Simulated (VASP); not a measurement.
# TiAl5N6 (P4/mmm) in VASP: single point with PBE

Aim: the single point of TiAl5N6 with PBE.

The COD entry that gives the cell may itself be a prediction, so a difference from it is no test against experiment.

All numbers are computed with VASP 6.6.1; they aren't measurements. Logs are shortened: lines on timing, memory, paths and dates and some standing lists are left out, and cuts for length are marked.

**1. The cell of the first run**

Symmetry: P4/mmm, No. 123, tetragonal system. The conventional cell has a = 3.312 Å, b = 3.312 Å, c = 14.050 Å, α = 90.00°, β = 90.00°, γ = 90.00°. Within 3.1 Å of Ti (site symmetry 4/mmm) lie 6 N at 2.34 Å. Al (site symmetry 4mm) has 6 N at 2.34 Å within 3.1 Å. Al (site symmetry 4mm) has 6 N at 2.34 Å within 3.1 Å. Al (site symmetry 4/mmm) has 6 N at 2.34 Å within 3.1 Å. N (site symmetry 4mm) has 6 Al at 2.34 Å within 3.1 Å. Within 3.1 Å of N (site symmetry 4/mmm) lie 6 Al at 2.34 Å. N (site symmetry 4mm) has 5 Al at 2.34 Å and 1 Ti at 2.34 Å within 3.1 Å. Within 3.1 Å of N (site symmetry 4/mmm) lie 4 Ti at 2.34 Å and 2 Al at 2.34 Å.

**2. Single point, PBE, collinear spin, ferromagnetic start**

INCAR

```
ALGO = Normal ; EDIFF = 1E-6
ENCUT = 520 ; GGA = PE
ISIF = 2 ; ISMEAR = 0
ISPIN = 2 ; LASPH = T
LCHARG = F ; LMAXMIX = 4
LORBIT = 11 ; LREAL = F
LWAVE = F ; MAGMOM = 1 0 0 0 0 0 0 0 0 0 0 0
NBANDS = 44 ; NELM = 150
PREC = Accurate ; SIGMA = 0.1
```

KPOINTS

```
k-points
0
Gamma
  6 6 2
```

POSCAR

```
TiAl5N6
1.0
    3.3115375700      0.0000000000      0.0000000000
    0.0000000000      3.3115375700      0.0000000000
    0.0000000000      0.0000000000     14.0496640300
Ti Al N
1 5 6
Direct
    0.5000000000      0.5000000000      0.5000000000
    0.0000000000      0.0000000000      0.6666666700
    0.5000000000      0.5000000000      0.8333333300
    0.0000000000      0.0000000000      0.0000000000
    0.5000000000      0.5000000000      0.1666666700
    0.0000000000      0.0000000000      0.3333333300
    0.0000000000      0.0000000000      0.8333333300
    0.5000000000      0.5000000000      0.0000000000
    0.0000000000      0.0000000000      0.1666666700
    0.5000000000      0.5000000000      0.3333333300
    0.0000000000      0.0000000000      0.5000000000
    0.5000000000      0.5000000000      0.6666666700
```

Potentials or basis: VASP PAW PBE potentials, release 64 (Ti_sv, Al, N).

Started as:

```bash
$ cat potpaw_PBE.64/Ti_sv/POTCAR potpaw_PBE.64/Al/POTCAR potpaw_PBE.64/N/POTCAR > POTCAR
$ mpirun -np 1 vasp_std > vasp.out
```

OUTCAR:

```text
EDIFF = 1E-6
   ENCUT = 520
   GGA = PE
   ISIF = 2
   ISMEAR = 0
   ISPIN = 2
   LASPH = T
   LORBIT = 11
   LREAL = F
   NELM = 150
   PREC = Accurate

 ion  position               nearest neighbor table
   1  0.500  0.500  0.500-  11 2.34  11 2.34  11 2.34  11 2.34  12 2.34  10 2.34
   2  0.000  0.000  0.667-   7 2.34  12 2.34  12 2.34  12 2.34  12 2.34  11 2.34   3 3.31   3 3.31
                             3 3.31   3 3.31
   3  0.500  0.500  0.833-  12 2.34   7 2.34   7 2.34   7 2.34   7 2.34   8 2.34   2 3.31   2 3.31
                             2 3.31   2 3.31   4 3.31   4 3.31   4 3.31   4 3.31
   4  0.000  0.000  0.000-   8 2.34   8 2.34   8 2.34   8 2.34   9 2.34   7 2.34   5 3.31   5 3.31
                             3 3.31   5 3.31   3 3.31   3 3.31   5 3.31   3 3.31
   5  0.500  0.500  0.167-  10 2.34   9 2.34   9 2.34   9 2.34   9 2.34   8 2.34   6 3.31   6 3.31
                             6 3.31   6 3.31   4 3.31   4 3.31   4 3.31   4 3.31
   6  0.000  0.000  0.333-   9 2.34  10 2.34  10 2.34  10 2.34  10 2.34  11 2.34   5 3.31   5 3.31
                             5 3.31   5 3.31
   7  0.000  0.000  0.833-   2 2.34   3 2.34   3 2.34   3 2.34   3 2.34   4 2.34
   8  0.500  0.500  0.000-   4 2.34   4 2.34   4 2.34   4 2.34   5 2.34   3 2.34
   9  0.000  0.000  0.167-   6 2.34   5 2.34   5 2.34   5 2.34   5 2.34   4 2.34
  10  0.500  0.500  0.333-   5 2.34   6 2.34   6 2.34   6 2.34   6 2.34   1 2.34
  11  0.000  0.000  0.500-   1 2.34   1 2.34   1 2.34   1 2.34   6 2.34   2 2.34
  12  0.500  0.500  0.667-   3 2.34   2 2.34   2 2.34   2 2.34   2 2.34   1 2.34

  LATTYP: Found a simple tetragonal cell.
 ALAT       =     3.3115375700
 C/A-ratio  =     4.2426406867

  Lattice vectors:

 A1 = (   3.3115375700,   0.0000000000,   0.0000000000)
 A2 = (   0.0000000000,   3.3115375700,   0.0000000000)
 A3 = (   0.0000000000,   0.0000000000,  14.0496640300)

Analysis of symmetry for initial positions (statically):
=====================================================================
 Subroutine PRICEL returns:
 Original cell was already a primitive cell.

 Routine SETGRP: Setting up the symmetry group for a
 simple tetragonal supercell.

 Subroutine GETGRP returns: Found 16 space group operations
 (whereof 16 operations were pure point group operations)
 out of a pool of 16 trial point group operations.

The static configuration has the point symmetry D_4h.

Analysis of symmetry for dynamics (positions and initial velocities):
=====================================================================
 Subroutine PRICEL returns:
 Original cell was already a primitive cell.

[... 197 lines left out ...]
      2     -28.0003      1.00000
      3     -27.8200      1.00000
      4     -27.8200      1.00000
      5      -8.8273      1.00000
      6      -8.4457      1.00000
[... 849 lines left out ...]
     39      11.5615      0.00000
     40      11.5615      0.00000
 Fermi energy:         6.9156788712

 spin component 2

 k-point     1 :       0.0000    0.0000    0.0000
  band No.  band energies     occupation
      1     -51.2599      1.00000
      2     -27.4579      1.00000
      3     -27.4081      1.00000
      4     -27.4081      1.00000
      5      -8.8235      1.00000
      6      -8.4439      1.00000
[... 849 lines left out ...]
     39      11.5724      0.00000
     40      11.5724      0.00000
 [bands above 40 left out]

------------------------ aborting loop because EDIFF is reached ----------------------------------------

  FORCE on cell =-STRESS in cart. coord.  units (eV):
  Direction    XX          YY          ZZ          XY          YZ          ZX
  --------------------------------------------------------------------------------------
  -------------------------------------------------------------------------------------
  Total      -41.1919112    -41.1919112    -40.0275046      0.0000000      0.0000000      0.0000000
  in kB     -428.3484624   -428.3484624   -416.2399741      0.0000000      0.0000000      0.0000000
  external PRESSURE =    -424.3122997 kB  Pullay stress =       0.0000000 kB

 VOLUME and BASIS-vectors are now :
 -----------------------------------------------------------------------------
  energy-cutoff  :      520.00
  volume of cell :      154.07
      direct lattice vectors                 reciprocal lattice vectors
     3.311537570  0.000000000  0.000000000     0.301974530  0.000000000  0.000000000
     0.000000000  3.311537570  0.000000000     0.000000000  0.301974530  0.000000000
     0.000000000  0.000000000 14.049664030     0.000000000  0.000000000  0.071176079

 POSITION                                       TOTAL-FORCE (eV/Angst)
 -----------------------------------------------------------------------------------
      1.65577      1.65577      7.02483         0.000000     -0.000000      0.000000
      0.00000      0.00000      9.36644         0.000000     -0.000000      0.259271
      1.65577      1.65577     11.70805        -0.000000      0.000000      0.070594
      0.00000      0.00000      0.00000         0.000000     -0.000000      0.000000
      1.65577      1.65577      2.34161         0.000000      0.000000     -0.070594
      0.00000      0.00000      4.68322         0.000000     -0.000000     -0.259271
      0.00000      0.00000     11.70805         0.000000     -0.000000     -0.117883
      1.65577      1.65577      0.00000         0.000000     -0.000000      0.000000
      0.00000      0.00000      2.34161         0.000000     -0.000000      0.117883
      1.65577      1.65577      4.68322         0.000000      0.000000     -0.148595
      0.00000      0.00000      7.02483         0.000000     -0.000000      0.000000
      1.65577      1.65577      9.36644         0.000000     -0.000000      0.148595
 -----------------------------------------------------------------------------------
    total drift:                                0.000000      0.000000      0.000000

  FREE ENERGIE OF THE ION-ELECTRON SYSTEM (eV)
  ---------------------------------------------------
  free  energy   TOTEN  =       -82.0892581488 eV

  energy  without entropy=      -82.0752040627  energy(sigma->0) =      -82.08223111

 total charge

# of ion       s       p       d       tot
------------------------------------------
    1        2.140   6.105   1.704   9.949
    2        0.318   0.238   0.000   0.556
    3        0.313   0.240   0.000   0.553
    4        0.316   0.239   0.000   0.555
    5        0.313   0.240   0.000   0.553
    6        0.318   0.238   0.000   0.556
    7        1.244   2.314   0.000   3.558
    8        1.243   2.315   0.000   3.558
    9        1.244   2.314   0.000   3.558
   10        1.245   2.317   0.000   3.562
   11        1.242   2.329   0.000   3.571
   12        1.245   2.317   0.000   3.562
--------------------------------------------------
tot         11.179  21.207   1.704  34.091

 magnetization (x)

# of ion       s       p       d       tot
------------------------------------------
    1        0.003   0.003   0.434   0.441
    2        0.003   0.000   0.000   0.003
    3        0.001  -0.000   0.000   0.001
    4        0.001   0.000   0.000   0.001
    5        0.001  -0.000   0.000   0.001
    6        0.003   0.000   0.000   0.003
    7        0.000  -0.000   0.000  -0.000
    8        0.000  -0.000   0.000   0.000
    9        0.000  -0.000   0.000  -0.000
   10       -0.000  -0.004   0.000  -0.004
   11       -0.001  -0.015   0.000  -0.016
   12       -0.000  -0.004   0.000  -0.004
--------------------------------------------------
tot          0.011  -0.020   0.434   0.426
```

OSZICAR:

```text
N       E                     dE             d eps       ncg     rms          rms(c)
DAV:   1     0.379428414355E+03    0.37943E+03   -0.25241E+04  3528   0.121E+03
DAV:   2    -0.448827309997E+02   -0.42431E+03   -0.39951E+03  4104   0.300E+02
DAV:   3    -0.943383241604E+02   -0.49456E+02   -0.48463E+02  5060   0.100E+02
[... 15 lines left out ...]
DAV:  19    -0.820891180620E+02   -0.18713E-03   -0.16582E-04  4812   0.715E-02    0.435E-02
DAV:  20    -0.820891950489E+02   -0.76987E-04   -0.18753E-04  4976   0.708E-02    0.319E-02
DAV:  21    -0.820892409498E+02   -0.45901E-04   -0.14586E-04  5056   0.599E-02    0.153E-02
DAV:  22    -0.820892573512E+02   -0.16401E-04   -0.94453E-05  5272   0.462E-02    0.791E-03
DAV:  23    -0.820892581488E+02   -0.79759E-06   -0.74949E-06  4112   0.147E-02
   1 F= -.82089258E+02 E0= -.82082231E+02  d E =-.140541E-01  mag=     0.5381
```

Wall time 3.9 min (1 thread of Intel Xeon 6975P-C (Granite Rapids), shared host); peak memory 0.46 GiB.

What came out:

```
Free energy                                           : -82.0893 eV
Pressure                                              : -42.4 GPa
Largest force                                         : 0.259 eV/Å
Net moment                                            : 0.54 μB per cell
Site moments                                          : Ti +0.44; Al +0.00; N -0.00, +0.00, -0.02 μB
Valence electrons inside the program's atomic spheres : Ti 9.95; Al 0.56, 0.55; N 3.56, 3.57
```

Forces in eV/Å, atoms in the order of the input:
```
Ti   0.000  0.000  0.000
Al   0.000  0.000  0.259
Al   0.000  0.000  0.071
Al   0.000  0.000  0.000
Al   0.000  0.000 -0.071
Al   0.000  0.000 -0.259
N    0.000  0.000 -0.118
N    0.000  0.000  0.000
N    0.000  0.000  0.118
N    0.000  0.000 -0.149
N    0.000  0.000  0.000
N    0.000  0.000  0.149
```
